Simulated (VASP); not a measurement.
# GaP (F-43m) in VASP: notebook

GaP is run at these levels: r2SCAN, HSE06, PBE-based screened hybrid with 50 % exact exchange; tasks: single point.

Program: VASP 6.6.1. These are calculated values, not measurements. Logs are shortened: lines on timing, memory, paths and dates and some standing lists are left out, and cuts for length are marked.

**The experiment to reproduce.**

“Stacking defects in GaP nanowires: Electronic structure and optical properties”, 2018, arxiv:1810.01194 quotes, for a bulk crystal of GaP at 10 K: band gap 2.34 eV (indirect).

How close the calculation comes is told below.

## Step 1: The cell of the first run

Symmetry: F-43m, No. 216, cubic system. The conventional cell has a = 5.451 Å, b = 5.451 Å, c = 5.451 Å, α = 90.00°, β = 90.00°, γ = 90.00°. Within 3.1 Å of Ga (site symmetry -43m) lie 4 P at 2.36 Å. P (site symmetry -43m) has 4 Ga at 2.36 Å within 3.1 Å.

## Step 2: Single point, r2SCAN

POSCAR reads:

```
GaP
1.0
    0.0000000000      2.7254101930      2.7254101930
    2.7254101930      0.0000000000      2.7254101930
    2.7254101930      2.7254101930      0.0000000000
Ga P
1 1
Direct
    0.0000000000      0.0000000000      0.0000000000
    0.2500000000      0.2500000000      0.2500000000
```

INCAR.step1 reads:

```
SYSTEM = GaP
PREC = Accurate
ENCUT = 520
ISMEAR = 0
SIGMA = 0.01
LREAL = .False.
LASPH = .True.
NELM = 60
NBANDS = 16
GGA = PE
ALGO = Normal
EDIFF = 1E-4
LWAVE = .True.
LCHARG = .False.
```

INCAR.step2 reads:

```
SYSTEM = GaP
PREC = Accurate
ENCUT = 520
EDIFF = 1E-6
ISMEAR = 0
SIGMA = 0.01
LREAL = .False.
LASPH = .True.
NELM = 60
ALGO = Normal
ISIF = 2
LWAVE = .False.
LCHARG = .True.
METAGGA = R2SCAN
LMIXTAU = .True.
LELF = .True.
LVHAR = .True.
NBANDS = 16
ISTART = 1
```

KPOINTS reads:

```
Automatic mesh
0
Gamma
  6 6 6
  0 0 0
```

Potentials or basis: VASP PAW PBE potentials, release 64 (Ga_d, P).

The run is started by

```
$ cat potpaw_PBE.64/Ga_d/POTCAR potpaw_PBE.64/P/POTCAR > POTCAR
$ cp INCAR.step1 INCAR
$ mpirun -np 1 vasp_std > vasp.out
$ cp INCAR.step2 INCAR
$ mpirun -np 1 vasp_std > vasp.out
```

OUTCAR:

```text
SYSTEM = GaP
   PREC = Accurate
   ENCUT = 520
   EDIFF = 1E-6
   ISMEAR = 0
   LREAL = .False.
   LASPH = .True.
   NELM = 60
   ISIF = 2
   METAGGA = R2SCAN
   ISTART = 1

 ion  position               nearest neighbor table
   1  0.000  0.000  0.000-   2 2.36   2 2.36   2 2.36   2 2.36
   2  0.250  0.250  0.250-   1 2.36   1 2.36   1 2.36   1 2.36

  LATTYP: Found a face centered cubic cell.
 ALAT       =     5.4508203860

  Lattice vectors:

 A1 = (   0.0000000000,   2.7254101930,   2.7254101930)
 A2 = (   2.7254101930,   0.0000000000,   2.7254101930)
 A3 = (   2.7254101930,   2.7254101930,   0.0000000000)

Analysis of symmetry for initial positions (statically):
=====================================================================
 Subroutine PRICEL returns:
 Original cell was already a primitive cell.

 Routine SETGRP: Setting up the symmetry group for a
 face centered cubic supercell.

 Subroutine GETGRP returns: Found 24 space group operations
 (whereof 24 operations were pure point group operations)
 out of a pool of 48 trial point group operations.

The static configuration has the point symmetry T_d .

Analysis of symmetry for dynamics (positions and initial velocities):
=====================================================================
 Subroutine PRICEL returns:
 Original cell was already a primitive cell.

 Routine SETGRP: Setting up the symmetry group for a
 face centered cubic supercell.

 Subroutine GETGRP returns: Found 24 space group operations
 (whereof 24 operations were pure point group operations)
 out of a pool of 48 trial point group operations.

The dynamic configuration has the point symmetry T_d .

 Subroutine INISYM returns: Found 24 space group operations
 (whereof 24 operations are pure point group operations),
 and found     1 'primitive' translations

----------------------------------------------------------------------------------------

                                     Primitive cell

  volume of cell :      40.4879

  direct lattice vectors                    reciprocal lattice vectors
     0.000000000  2.725410193  2.725410193    -0.183458623  0.183458623  0.183458623
     2.725410193  0.000000000  2.725410193     0.183458623 -0.183458623  0.183458623
     2.725410193  2.725410193  0.000000000     0.183458623  0.183458623 -0.183458623

  length of vectors
     3.854312058  3.854312058  3.854312058     0.317759655  0.317759655  0.317759655

  position of ions in fractional coordinates (direct lattice)
     0.000000000  0.000000000  0.000000000
     0.250000000  0.250000000  0.250000000

  ion indices of the primitive-cell ions
   primitive index   ion index
                 1           1
                 2           2

----------------------------------------------------------------------------------------

 KPOINTS: Automatic mesh

Automatic generation of k-mesh.
 Grid dimensions read from file:
 generate k-points for:    6    6    6

 Generating k-lattice:

  Cartesian coordinates                     Fractional coordinates (reciprocal lattice)
    -0.030576437  0.030576437  0.030576437     0.166666667  0.000000000  0.000000000
     0.030576437 -0.030576437  0.030576437     0.000000000  0.166666667  0.000000000
     0.030576437  0.030576437 -0.030576437     0.000000000  0.000000000  0.166666667

  Length of vectors
     0.052959943  0.052959943  0.052959943

  Shift w.r.t. Gamma in fractional coordinates (k-lattice)
     0.000000000  0.000000000  0.000000000

 Subroutine IBZKPT returns following result:
 ===========================================

 Found     16 irreducible k-points:

 Following reciprocal coordinates:
            Coordinates               Weight
  0.000000  0.000000  0.000000      1.000000
  0.166667  0.000000  0.000000      8.000000
  0.333333  0.000000  0.000000      8.000000
  0.500000  0.000000  0.000000      4.000000
  0.166667  0.166667  0.000000      6.000000
  0.333333  0.166667  0.000000     24.000000
[... 8 lines left out ...]
 -0.333333  0.333333  0.166667     24.000000
 -0.333333  0.500000  0.166667     12.000000
   k-points           NKPTS =     16   k-points in BZ     NKDIM =     16   number of bands    NBANDS=     16
   number of dos      NEDOS =    301   number of ions     NIONS =      2
   total plane-waves  NPLWV =  27000
   dimension x,y,z NGX =    30 NGY =   30 NGZ =   30
   dimension x,y,z NGXF=    60 NGYF=   60 NGZF=   60
   ions per type =               1   1
   NGX,Y,Z   is equivalent  to a cutoff of  12.94, 12.94, 12.94 a.u.
   NGXF,Y,Z  is equivalent  to a cutoff of  25.88, 25.88, 25.88 a.u.
 SYSTEM =  GaP
   PREC   = accura    normal or accurate (medium, high low for compatibility)
   ISTART =      1    job   : 0-new  1-cont  2-samecut
   ICHARG =      0    charge: 1-file 2-atom 10-const
   ISPIN  =      1    spin polarized calculation?
   LNONCOLLINEAR =      F non collinear calculations
   LSORBIT =      F    spin-orbit coupling
   LASPH  =      T    aspherical Exc in radial PAW
   ENCUT  =  520.0 eV  38.22 Ry    6.18 a.u.   7.17  7.17  7.17*2*pi/ulx,y,z
   NELM   =     60;   NELMIN=  2; NELMDL=  0     # of ELM steps
   EDIFF  = 0.1E-05   stopping-criterion for ELM
   LREAL  =      F    real-space projection
   EDIFFG = 0.1E-04   stopping-criterion for IOM
   NSW    =      0    number of steps for IOM
   IBRION =     -1    ionic relax: 0-MD 1-quasi-New 2-CG
   NFREE  =      0    steps in history (QN), initial steepest desc. (CG)
   ISIF   =      2    stress and relaxation
   ISYM   =      2    0-nonsym 1-usesym 2-fastsym
   POTIM  = 0.5000    time-step for ionic-motion
   TEBEG  =    0.0;   TEEND  =   0.0 temperature during run
   PSTRESS=    0.0 pullay stress
   NELECT =      18.0000    total number of electrons
   NUPDOWN=      -1.0000    fix difference up-down
   EMIN   =  10.00;   EMAX   =-10.00  energy-range for DOS
   EFERMI =   0.00;   METHOD = LEGACY
   ISMEAR =     0;   SIGMA  =   0.01  broadening in eV -4-tet -1-fermi 0-gaus
   EFERMI_NEDOS =   21; number of points for ismear=-14 and -15
   IALGO  =     38    algorithm
   IMIX   =      4    mixing-type and parameters
     AMIX     =   0.40;   BMIX     =  1.00
     AMIX_MAG =   1.60;   BMIX_MAG =  1.00
  volume/ion in A,a.u.               =      20.24       136.61
[... 49 lines left out ...]
      2     -10.5211      2.00000
      3     -10.5211      2.00000
      4     -10.4158      2.00000
      5     -10.4158      2.00000
      6      -8.1797      2.00000
[... 8 lines left out ...]
     15      13.9095      0.00000
     16      15.1873      0.00000

 k-point     3 :       0.3333    0.0000    0.0000
  band No.  band energies     occupation
      1     -10.6019      2.00000
      2     -10.5072      2.00000
      3     -10.5072      2.00000
      4     -10.4123      2.00000
      5     -10.4123      2.00000
      6      -7.1877      2.00000
[... 8 lines left out ...]
     15      14.6432      0.00000
     16      14.7998      0.00000

 k-point     4 :       0.5000    0.0000    0.0000
  band No.  band energies     occupation
      1     -10.6220      2.00000
      2     -10.5022      2.00000
      3     -10.5022      2.00000
      4     -10.4086      2.00000
      5     -10.4086      2.00000
      6      -6.3937      2.00000
[... 8 lines left out ...]
     15      16.7925      0.00000
     16      16.7926      0.00000

 k-point     5 :       0.1667    0.1667    0.0000
  band No.  band energies     occupation
      1     -10.5716      2.00000
      2     -10.5127      2.00000
      3     -10.5127      2.00000
      4     -10.4238      2.00000
      5     -10.4102      2.00000
      6      -8.0555      2.00000
[... 8 lines left out ...]
     15      15.1913      0.00000
     16      16.0331      0.00000

 k-point     6 :       0.3333    0.1667    0.0000
  band No.  band energies     occupation
      1     -10.6061      2.00000
      2     -10.5005      2.00000
      3     -10.4970      2.00000
      4     -10.4276      2.00000
      5     -10.4055      2.00000
      6      -7.2574      2.00000
[... 8 lines left out ...]
     15      15.7618      0.00000
     16      16.7982      0.00000

 k-point     7 :       0.5000    0.1667    0.0000
  band No.  band energies     occupation
      1     -10.6260      2.00000
      2     -10.4964      2.00000
      3     -10.4904      2.00000
      4     -10.4205      2.00000
      5     -10.4059      2.00000
      6      -6.2453      2.00000
[... 8 lines left out ...]
     15      16.8115      0.00000
     16      17.5062      0.00000

 k-point     8 :      -0.3333    0.1667    0.0000
  band No.  band energies     occupation
      1     -10.6181      2.00000
      2     -10.4984      2.00000
      3     -10.4958      2.00000
      4     -10.4149      2.00000
      5     -10.4127      2.00000
      6      -6.5417      2.00000
[... 8 lines left out ...]
     15      15.9177      0.00000
     16      17.6023      0.00000

 k-point     9 :      -0.1667    0.1667    0.0000
  band No.  band energies     occupation
      1     -10.5872      2.00000
      2     -10.5112      2.00000
      3     -10.5070      2.00000
      4     -10.4197      2.00000
      5     -10.4118      2.00000
      6      -7.5922      2.00000
[... 8 lines left out ...]
     15      15.3317      0.00000
     16      16.8430      0.00000

 k-point    10 :       0.3333    0.3333    0.0000
  band No.  band energies     occupation
      1     -10.6343      2.00000
      2     -10.4777      2.00000
      3     -10.4777      2.00000
      4     -10.4430      2.00000
      5     -10.3985      2.00000
      6      -6.7043      2.00000
[... 8 lines left out ...]
     15      16.4429      0.00000
     16      19.7018      0.00000

 k-point    11 :       0.5000    0.3333    0.0000
  band No.  band energies     occupation
      1     -10.6462      2.00000
      2     -10.4745      2.00000
      3     -10.4688      2.00000
      4     -10.4422      2.00000
      5     -10.3983      2.00000
      6      -5.8097      2.00000
[... 8 lines left out ...]
     15      17.0362      0.00000
     16      18.5399      0.00000

 k-point    12 :      -0.3333    0.3333    0.0000
  band No.  band energies     occupation
      1     -10.6356      2.00000
      2     -10.4867      2.00000
      3     -10.4761      2.00000
      4     -10.4275      2.00000
      5     -10.4084      2.00000
      6      -5.7045      2.00000
[... 8 lines left out ...]
     15      14.5720      0.00000
     16      20.3130      0.00000

 k-point    13 :       0.5000    0.5000    0.0000
  band No.  band energies     occupation
      1     -10.6599      2.00000
      2     -10.4595      2.00000
      3     -10.4595      2.00000
      4     -10.4535      2.00000
      5     -10.3927      2.00000
      6      -5.4581      2.00000
[... 8 lines left out ...]
     15      17.4989      0.00000
     16      18.1421      0.00000

 k-point    14 :       0.5000    0.3333    0.1667
  band No.  band energies     occupation
      1     -10.6278      2.00000
      2     -10.4916      2.00000
      3     -10.4805      2.00000
      4     -10.4309      2.00000
      5     -10.4044      2.00000
      6      -6.3782      2.00000
[... 8 lines left out ...]
     15      16.9907      0.00000
     16      18.5215      0.00000

 k-point    15 :      -0.3333    0.3333    0.1667
  band No.  band energies     occupation
      1     -10.6350      2.00000
      2     -10.4910      2.00000
      3     -10.4731      2.00000
      4     -10.4274      2.00000
      5     -10.4077      2.00000
      6      -5.7020      2.00000
[... 8 lines left out ...]
     15      17.6866      0.00000
     16      17.9987      0.00000

 k-point    16 :      -0.3333    0.5000    0.1667
  band No.  band energies     occupation
      1     -10.6461      2.00000
      2     -10.4794      2.00000
      3     -10.4639      2.00000
      4     -10.4384      2.00000
      5     -10.4018      2.00000
      6      -5.3875      2.00000
[... 8 lines left out ...]
     15      17.0455      0.00000
     16      18.8508      0.00000

------------------------ aborting loop because EDIFF is reached ----------------------------------------

  FORCE on cell =-STRESS in cart. coord.  units (eV):
  Direction    XX          YY          ZZ          XY          YZ          ZX
  --------------------------------------------------------------------------------------
  -------------------------------------------------------------------------------------
  Total        0.0004301      0.0004301      0.0004301      0.0000000      0.0000000      0.0000000
  in kB        0.0170192      0.0170192      0.0170192      0.0000000      0.0000000      0.0000000
  external PRESSURE =       0.0170192 kB  Pullay stress =       0.0000000 kB

 VOLUME and BASIS-vectors are now :
 -----------------------------------------------------------------------------
  energy-cutoff  :      520.00
  volume of cell :       40.49
      direct lattice vectors                 reciprocal lattice vectors
     0.000000000  2.725410193  2.725410193    -0.183458623  0.183458623  0.183458623
     2.725410193  0.000000000  2.725410193     0.183458623 -0.183458623  0.183458623
     2.725410193  2.725410193  0.000000000     0.183458623  0.183458623 -0.183458623

 POSITION                                       TOTAL-FORCE (eV/Angst)
 -----------------------------------------------------------------------------------
      0.00000      0.00000      0.00000        -0.000000     -0.000000      0.000000
      1.36271      1.36271      1.36271         0.000000      0.000000     -0.000000
 -----------------------------------------------------------------------------------
    total drift:                                0.000010      0.000010      0.000010

  FREE ENERGIE OF THE ION-ELECTRON SYSTEM (eV)
  ---------------------------------------------------
  free  energy   TOTEN  =       -21.4510077252 eV

  energy  without entropy=      -21.4510077252  energy(sigma->0) =      -21.45100773
```

It took 1.9 min on 1 thread of Intel Xeon 8259CL, shared host; peak memory 0.17 GiB.

What came out:

```yaml
Free_energy: -21.4510 eV
Pressure: 0.0 GPa
Band_gap_on_the_k_mesh: 1.91 eV (least direct gap 2.34 eV)
```

Levels at points of the mesh, in eV from the valence-band top:
| k point | band 6 | band 7 | band 8 | band 9 | band 10 | band 11 | band 12 | band 13 |
| --- | --- | --- | --- | --- | --- | --- | --- | --- |
| (0.00, 0.00, 0.00) | -13.02 | 0.00 | 0.00 | 0.00 | 2.34 | 4.19 | 4.19 | 4.19 |
| (0.50, 0.00, 0.00) | -10.86 | -6.85 | -1.17 | -1.17 | 2.04 | 5.05 | 5.05 | 8.83 |
| (0.50, 0.50, 0.00) | -9.92 | -6.96 | -2.80 | -2.80 | 1.91 | 2.10 | 11.35 | 11.35 |

Caveat: the PAW data sets were made with another functional, which shifts forces and pressure a little.

## Step 3: Single point, HSE06

POSCAR is that of step 2.

INCAR.step1 reads:

```
PREC     = Accurate       # precision mode
ENCUT    = 520            # plane-wave cutoff, eV
EDIFF    = 1E-5           # SCF threshold, eV
ISMEAR   = 0              # smearing method
SIGMA    = 0.01           # smearing width, eV
LREAL    = F              # projectors in reciprocal space
LASPH    = T              # aspherical terms in the spheres
NELM     = 60             # most SCF steps
ALGO     = Normal         # electronic algorithm
ISIF     = 2              # what is computed and relaxed
LWAVE    = T              # write WAVECAR
LCHARG   = F              # write CHGCAR
GGA      = PE             # functional
NBANDS   = 16             # bands
```

INCAR.step2 reads:

```
PREC     = Accurate       # precision mode
ENCUT    = 520            # plane-wave cutoff, eV
EDIFF    = 1E-6           # SCF threshold, eV
ISMEAR   = 0              # smearing method
SIGMA    = 0.01           # smearing width, eV
LREAL    = F              # projectors in reciprocal space
LASPH    = T              # aspherical terms in the spheres
NELM     = 60             # most SCF steps
ALGO     = Normal         # electronic algorithm
ISIF     = 2              # what is computed and relaxed
LWAVE    = F              # write WAVECAR
LCHARG   = F              # write CHGCAR
GGA      = PE             # functional
LHFCALC  = T              # exact exchange
HFSCREEN = 0.2079         # screening, 1/A
PRECFOCK = Normal       
ISTART   = 1            
NBANDS   = 16             # bands
```

KPOINTS reads:

```
Automatic mesh
0
Gamma
  4 4 4
```

Potentials or basis: VASP PAW PBE potentials, release 64 (Ga_d, P).

The run is started by

```
$ cat potpaw_PBE.64/Ga_d/POTCAR potpaw_PBE.64/P/POTCAR > POTCAR
$ cp INCAR.step1 INCAR
$ mpirun -np 1 vasp_std > vasp.out
$ cp INCAR.step2 INCAR
$ mpirun -np 1 vasp_std > vasp.out
```

It took 11 min on 1 thread of Intel Xeon 8259CL, shared host; peak memory 0.27 GiB.

It converged, with:

```
Free energy            : -10.6679 eV
Pressure               : 1.0 GPa
Band gap on the k mesh : 2.31 eV (least direct gap 2.84 eV)
```

Levels at points of the mesh, in eV from the valence-band top:
| k point | band 7 | band 8 | band 9 | band 10 | band 11 | band 12 |
| --- | --- | --- | --- | --- | --- | --- |
| (0.00, 0.00, 0.00) | 0.00 | 0.00 | 0.00 | 2.84 | 4.78 | 4.78 |
| (0.50, 0.00, 0.00) | -7.22 | -1.21 | -1.21 | 2.54 | 5.62 | 5.62 |
| (0.50, 0.50, 0.00) | -7.32 | -2.92 | -2.92 | 2.31 | 2.59 | 12.07 |

Caveat: the k points lie up to 0.50 Å⁻¹ apart; the PAW data sets were made with another functional, which shifts forces and pressure a little.

## Step 4: Single point, PBE-based screened hybrid with 50 % exact exchange

POSCAR is that of step 3.

INCAR.step1 reads:

```
PREC = Accurate
ENCUT = 520
EDIFF = 1E-5
ISMEAR = 0
SIGMA = 0.01
LREAL = F
LASPH = T
NELM = 100
ALGO = Normal
ISIF = 2
LWAVE = T
LCHARG = F
GGA = PE
NBANDS = 16
```

INCAR.step2 reads:

```
PREC = Accurate
ENCUT = 520
EDIFF = 1E-6
ISMEAR = 0
SIGMA = 0.01
LREAL = F
LASPH = T
NELM = 100
ALGO = Normal
ISIF = 2
LWAVE = F
LCHARG = F
GGA = PE
LHFCALC = T
AEXX = 0.5
HFSCREEN = 0.3
PRECFOCK = Normal
ISTART = 1
NBANDS = 16
```

KPOINTS reads:

```
regular mesh
0
Gamma
  4 4 4
```

The run is started by

```
$ cat potpaw_PBE.64/Ga_d/POTCAR potpaw_PBE.64/P/POTCAR > POTCAR
$ cp INCAR.step1 INCAR
$ mpirun -np 1 vasp_std > vasp.out
$ cp INCAR.step2 INCAR
$ mpirun -np 1 vasp_std > vasp.out
```

It took 12 min on 1 thread of Intel Xeon 8259CL, shared host; peak memory 0.27 GiB.

It converged, with:

| Item | Value |
| --- | --- |
| Free energy | -11.8581 eV |
| Pressure | -0.3 GPa |
| Band gap on the k mesh | 2.67 eV (least direct gap 3.52 eV) |

Levels at points of the mesh, in eV from the valence-band top:
```csv
k point,band 7,band 8,band 9,band 10,band 11,band 12
"(0.00, 0.00, 0.00)",0.00,0.00,0.00,3.52,5.34,5.34
"(0.50, 0.00, 0.00)",-7.56,-1.26,-1.26,3.09,6.17,6.17
"(0.50, 0.50, 0.00)",-7.65,-3.06,-3.06,2.67,3.04,13.07
```

Caveat: the k points lie up to 0.50 Å⁻¹ apart; the PAW data sets were made with another functional, which shifts forces and pressure a little.

## Step 5: The runs side by side

| level | k mesh | grid for exact exchange (PRECFOCK) | share of exact exchange | screening parameter | gap on the mesh (eV) | pressure (GPa) |
| --- | --- | --- | --- | --- | --- | --- |
| r2SCAN | 6 × 6 × 6 | - | - | - | 1.91 | 0.0 |
| HSE06 | 4 × 4 × 4 | Normal | 0.25 | 0.2079 1/Å | 2.31 | 1.0 |
| PBE-based screened hybrid with 50 % exact exchange | 4 × 4 × 4 | Normal | 0.5 | 0.3 1/Å | 2.67 | -0.3 |

Alike in all rows: task single point; potentials or basis VASP PAW PBE potentials, release 64 (Ga_d, P); no spin polarisation; cell as given; cutoff (eV) 520; smearing gaussian 0.01 eV.

Caveats: some runs use coarse meshes; the PAW data sets were made with another functional, which shifts forces and pressure a little.

Total energies depend on the potentials used, so only differences within one code and one set of settings carry meaning.

## Step 6: How close it comes

Step 2. Measured gap of GaP: 2.34 eV (indirect; 10 K; quoted in “Stacking defects in GaP nanowires: Electronic structure and optical properties”, 2018, arxiv:1810.01194). This calculation gives 1.91 eV (-0.43 eV). Spin-orbit coupling on Ga is left out. The value is that of r2SCAN on a finite k mesh, which can miss the band edges, without temperature or zero-point motion.
